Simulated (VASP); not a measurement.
# SrTiO3 (Pm-3m) in VASP: notebook, part 2 of 2

VASP 6.6.1. Earlier steps stand in the parts before.

## Step 3: Single point, PBE

The input, INCAR:

```
SYSTEM = SrTiO3
PREC = Accurate
ENCUT = 600
EDIFF = 1E-6
ISMEAR = 0
SIGMA = 0.01
LREAL = .FALSE.
LASPH = .TRUE.
NELM = 120
ALGO = Normal
ISIF = 2
LWAVE = .FALSE.
LCHARG = .TRUE.
GGA = PE
LELF = .TRUE.
LVHAR = .TRUE.
NBANDS = 28
GGA_COMPAT = .FALSE.
```

The input, KPOINTS:

```
Automatic mesh
0
G
  4 4 4
  0 0 0
```

The input, POSCAR:

```
SrTiO3
1.0
    3.9050000000      0.0000000000      0.0000000000
    0.0000000000      3.9050000000      0.0000000000
    0.0000000000      0.0000000000      3.9050000000
Sr Ti O
1 1 3
Direct
    0.0000000000      0.0000000000      0.0000000000
    0.5000000000      0.5000000000      0.5000000000
    0.5000000000      0.5000000000      0.0000000000
    0.5000000000      0.0000000000      0.5000000000
    0.0000000000      0.5000000000      0.5000000000
```

Potentials or basis: VASP PAW PBE potentials, release 64 (Sr_sv, Ti_sv, O).

Started as:

```bash
$ cat potpaw_PBE.64/Sr_sv/POTCAR potpaw_PBE.64/Ti_sv/POTCAR potpaw_PBE.64/O/POTCAR > POTCAR
$ mpirun -np 1 vasp_std > vasp.out
```

OUTCAR:

```text
SYSTEM = SrTiO3
   PREC = Accurate
   ENCUT = 600
   EDIFF = 1E-6
   ISMEAR = 0
   LREAL = .FALSE.
   LASPH = .TRUE.
   NELM = 120
   ISIF = 2
   GGA = PE

 ion  position               nearest neighbor table
   1  0.000  0.000  0.000-   3 2.76   4 2.76   5 2.76   4 2.76   5 2.76   3 2.76   5 2.76   5 2.76
                             3 2.76   4 2.76   4 2.76   3 2.76   2 3.38   2 3.38   2 3.38   2 3.38
   2  0.500  0.500  0.500-   3 1.95   4 1.95   5 1.95   3 1.95   4 1.95   5 1.95   1 3.38   1 3.38
                             1 3.38   1 3.38   1 3.38   1 3.38   1 3.38   1 3.38
   3  0.500  0.500  0.000-   2 1.95   2 1.95   1 2.76   1 2.76   1 2.76   1 2.76
   4  0.500  0.000  0.500-   2 1.95   2 1.95   1 2.76   1 2.76   1 2.76   1 2.76
   5  0.000  0.500  0.500-   2 1.95   2 1.95   1 2.76   1 2.76   1 2.76   1 2.76

  LATTYP: Found a simple cubic cell.
 ALAT       =     3.9050000000

  Lattice vectors:

 A1 = (   3.9050000000,   0.0000000000,   0.0000000000)
 A2 = (   0.0000000000,   3.9050000000,   0.0000000000)
 A3 = (   0.0000000000,   0.0000000000,   3.9050000000)

Analysis of symmetry for initial positions (statically):
=====================================================================
[... 167 lines left out ...]
 cond. band min:       6.0061321557   @ k =   0.0000   0.0000   0.0000
 fundamental gap:      1.8375152012
 Fermi energy:         4.2465505993

 k-point     1 :       0.0000    0.0000    0.0000
  band No.  band energies     occupation
      1     -52.3220      2.00000
      2     -28.6237      2.00000
      3     -28.5672      2.00000
      4     -28.5672      2.00000
      5     -28.5672      2.00000
      6     -13.2605      2.00000
[... 299 lines left out ...]
     27      12.5289      0.00000
     28      12.5289      0.00000

------------------------ aborting loop because EDIFF is reached ----------------------------------------

  FORCE on cell =-STRESS in cart. coord.  units (eV):
  Direction    XX          YY          ZZ          XY          YZ          ZX
  --------------------------------------------------------------------------------------
  -------------------------------------------------------------------------------------
  Total        1.7955386      1.7955386      1.7955386     -0.0000000     -0.0000000     -0.0000000
  in kB       48.3105753     48.3105753     48.3105753     -0.0000000     -0.0000000     -0.0000000
  external PRESSURE =      48.3105753 kB  Pullay stress =       0.0000000 kB

 VOLUME and BASIS-vectors are now :
 -----------------------------------------------------------------------------
  energy-cutoff  :      600.00
  volume of cell :       59.55
      direct lattice vectors                 reciprocal lattice vectors
     3.905000000  0.000000000  0.000000000     0.256081946  0.000000000  0.000000000
     0.000000000  3.905000000  0.000000000     0.000000000  0.256081946  0.000000000
     0.000000000  0.000000000  3.905000000     0.000000000  0.000000000  0.256081946

 POSITION                                       TOTAL-FORCE (eV/Angst)
 -----------------------------------------------------------------------------------
      0.00000      0.00000      0.00000         0.000000      0.000000      0.000000
      1.95250      1.95250      1.95250         0.000000      0.000000      0.000000
      1.95250      1.95250      0.00000         0.000000      0.000000      0.000000
      1.95250      0.00000      1.95250         0.000000      0.000000      0.000000
      0.00000      1.95250      1.95250         0.000000      0.000000      0.000000
 -----------------------------------------------------------------------------------
    total drift:                                0.000000     -0.000000     -0.000000

  FREE ENERGIE OF THE ION-ELECTRON SYSTEM (eV)
  ---------------------------------------------------
  free  energy   TOTEN  =       -40.0651111086 eV

  energy  without entropy=      -40.0651111086  energy(sigma->0) =      -40.06511111
```

OSZICAR:

```text
N       E                     dE             d eps       ncg     rms          rms(c)
DAV:   1     0.452145514183E+03    0.45215E+03   -0.23409E+04   560   0.177E+03
DAV:   2    -0.170683050687E+01   -0.45385E+03   -0.43106E+03   620   0.465E+02
DAV:   3    -0.479648223456E+02   -0.46258E+02   -0.45880E+02   740   0.141E+02
DAV:   4    -0.503027797452E+02   -0.23380E+01   -0.23326E+01   852   0.268E+01
DAV:   5    -0.503632961346E+02   -0.60516E-01   -0.60500E-01   756   0.362E+00    0.266E+01
DAV:   6    -0.400901397634E+02    0.10273E+02   -0.52487E+01   732   0.643E+01    0.147E+01
DAV:   7    -0.401388606995E+02   -0.48721E-01   -0.77199E+00   736   0.208E+01    0.109E+01
DAV:   8    -0.401474058809E+02   -0.85452E-02   -0.13461E+00   668   0.127E+01    0.291E+00
DAV:   9    -0.400764838810E+02    0.70922E-01   -0.32074E-01   696   0.552E+00    0.117E+00
DAV:  10    -0.400688912275E+02    0.75927E-02   -0.76976E-02   736   0.212E+00    0.579E-01
DAV:  11    -0.400650885819E+02    0.38026E-02   -0.15856E-02   860   0.117E+00    0.124E-01
DAV:  12    -0.400650785842E+02    0.99977E-05   -0.12024E-03   716   0.352E-01    0.899E-02
DAV:  13    -0.400651190667E+02   -0.40483E-04   -0.31145E-04   796   0.129E-01    0.490E-02
DAV:  14    -0.400651153798E+02    0.36869E-05   -0.40798E-05   716   0.486E-02    0.227E-02
DAV:  15    -0.400651108517E+02    0.45281E-05   -0.14588E-05   772   0.385E-02    0.113E-02
DAV:  16    -0.400651111086E+02   -0.25696E-06   -0.66359E-06   656   0.221E-02
   1 F= -.40065111E+02 E0= -.40065111E+02  d E =-.110873E-29
```

stdout:

```text
POSCAR found type information on POSCAR SrTiO
 POSCAR found :  3 types and       5 ions
 scaLAPACK will be used
 LDA part: xc-table for (Slater+PW92), standard interpolation
 POSCAR, INCAR and KPOINTS ok, starting setup
 FFT: planning ... GRIDC
 FFT: planning ... GRID_SOFT
 FFT: planning ... GRID
 WAVECAR not read
 entering main loop
```

Wall time 45 s (1 thread of Intel Xeon 8259CL, shared host); peak memory 0.19 GiB.

Results:

- Free energy: -40.0651 eV
- Pressure: 4.8 GPa
- Band gap on the k mesh: 1.84 eV, indirect (least direct gap 2.19 eV)

A k mesh can miss the band edges.

## Step 4: Single point, PBE

The input, INCAR:

```
SYSTEM = SrTiO3
  PREC = Accurate
  ENCUT = 600
  EDIFF = 1E-6
  ISMEAR = 0
  SIGMA = 0.01
  LREAL = .FALSE.
  LASPH = .TRUE.
  NELM = 120
  ALGO = Normal
  ISIF = 2
  LWAVE = .FALSE.
  LCHARG = .FALSE.
  GGA = PE
  NBANDS = 28
  GGA_COMPAT = .FALSE.
```

The input, KPOINTS:

```
regular mesh
0
G
  5 5 5
  0 0 0
```

POSCAR is that of step 3.

Potentials or basis: VASP PAW PBE potentials, release 64 (Sr_sv, Ti_sv, O).

Started as:

```bash
$ cat potpaw_PBE.64/Sr_sv/POTCAR potpaw_PBE.64/Ti_sv/POTCAR potpaw_PBE.64/O/POTCAR > POTCAR
$ mpirun -np 1 vasp_std > vasp.out
```

OUTCAR:

```text
SYSTEM = SrTiO3
   PREC = Accurate
   ENCUT = 600
   EDIFF = 1E-6
   ISMEAR = 0
   LREAL = .FALSE.
   LASPH = .TRUE.
   NELM = 120
   ISIF = 2
   GGA = PE

 ion  position               nearest neighbor table
   1  0.000  0.000  0.000-   3 2.76   4 2.76   5 2.76   4 2.76   5 2.76   3 2.76   5 2.76   5 2.76
                             3 2.76   4 2.76   4 2.76   3 2.76   2 3.38   2 3.38   2 3.38   2 3.38
   2  0.500  0.500  0.500-   3 1.95   4 1.95   5 1.95   3 1.95   4 1.95   5 1.95   1 3.38   1 3.38
                             1 3.38   1 3.38   1 3.38   1 3.38   1 3.38   1 3.38
[... 501 lines left out ...]
  -------------------------------------------------------------------------------------
  Total        1.7835938      1.7835938      1.7835938      0.0000000      0.0000000      0.0000000
  in kB       47.9891894     47.9891894     47.9891894      0.0000000      0.0000000      0.0000000
  external PRESSURE =      47.9891894 kB  Pullay stress =       0.0000000 kB

 VOLUME and BASIS-vectors are now :
 -----------------------------------------------------------------------------
  energy-cutoff  :      600.00
  volume of cell :       59.55
      direct lattice vectors                 reciprocal lattice vectors
     3.905000000  0.000000000  0.000000000     0.256081946  0.000000000  0.000000000
     0.000000000  3.905000000  0.000000000     0.000000000  0.256081946  0.000000000
     0.000000000  0.000000000  3.905000000     0.000000000  0.000000000  0.256081946

 POSITION                                       TOTAL-FORCE (eV/Angst)
 -----------------------------------------------------------------------------------
      0.00000      0.00000      0.00000         0.000000      0.000000      0.000000
      1.95250      1.95250      1.95250         0.000000      0.000000      0.000000
      1.95250      1.95250      0.00000         0.000000      0.000000      0.000000
      1.95250      0.00000      1.95250         0.000000      0.000000      0.000000
      0.00000      1.95250      1.95250         0.000000      0.000000      0.000000
 -----------------------------------------------------------------------------------
    total drift:                                0.000000     -0.000000     -0.000000

  FREE ENERGIE OF THE ION-ELECTRON SYSTEM (eV)
  ---------------------------------------------------
  free  energy   TOTEN  =       -40.0796822392 eV

  energy  without entropy=      -40.0796822392  energy(sigma->0) =      -40.07968224
```

OSZICAR:

```text
N       E                     dE             d eps       ncg     rms          rms(c)
DAV:   1     0.456472346070E+03    0.45647E+03   -0.23429E+04   560   0.177E+03
DAV:   2    -0.153902641064E+01   -0.45801E+03   -0.43780E+03   620   0.460E+02
DAV:   3    -0.481263638857E+02   -0.46587E+02   -0.46140E+02   752   0.141E+02
DAV:   4    -0.503104743347E+02   -0.21841E+01   -0.21788E+01   844   0.274E+01
DAV:   5    -0.503645260108E+02   -0.54052E-01   -0.54043E-01   744   0.344E+00    0.266E+01
DAV:   6    -0.401329666265E+02    0.10232E+02   -0.52545E+01   812   0.645E+01    0.147E+01
DAV:   7    -0.401546037309E+02   -0.21637E-01   -0.76363E+00   732   0.207E+01    0.109E+01
DAV:   8    -0.401460403836E+02    0.85633E-02   -0.13680E+00   664   0.124E+01    0.287E+00
DAV:   9    -0.400920741675E+02    0.53966E-01   -0.31993E-01   708   0.519E+00    0.122E+00
DAV:  10    -0.400847952695E+02    0.72789E-02   -0.97715E-02   696   0.230E+00    0.675E-01
DAV:  11    -0.400797594407E+02    0.50358E-02   -0.20798E-02   876   0.128E+00    0.153E-01
DAV:  12    -0.400797029596E+02    0.56481E-04   -0.13064E-03   688   0.392E-01    0.132E-01
DAV:  13    -0.400796772256E+02    0.25734E-04   -0.49485E-04   812   0.176E-01    0.321E-02
DAV:  14    -0.400796868656E+02   -0.96400E-05   -0.91118E-05   784   0.697E-02    0.265E-02
DAV:  15    -0.400796833927E+02    0.34729E-05   -0.27078E-05   748   0.510E-02    0.199E-02
DAV:  16    -0.400796821035E+02    0.12892E-05   -0.12320E-05   656   0.428E-02    0.336E-03
DAV:  17    -0.400796822392E+02   -0.13572E-06   -0.67986E-07   372   0.713E-03
   1 F= -.40079682E+02 E0= -.40079682E+02  d E =-.250849E-30
```

Run time: 47 s. Hardware: 1 thread of Intel Xeon 8259CL, shared host; peak memory 0.19 GiB.

What came out:

| Property | Result |
| --- | --- |
| Free energy | -40.0797 eV |
| Pressure | 4.8 GPa |
| Band gap on the k mesh | 1.98 eV, indirect (least direct gap 2.21 eV) |

A k mesh can miss the band edges. PBE gaps usually lie below the measured ones, often by a third to a half.
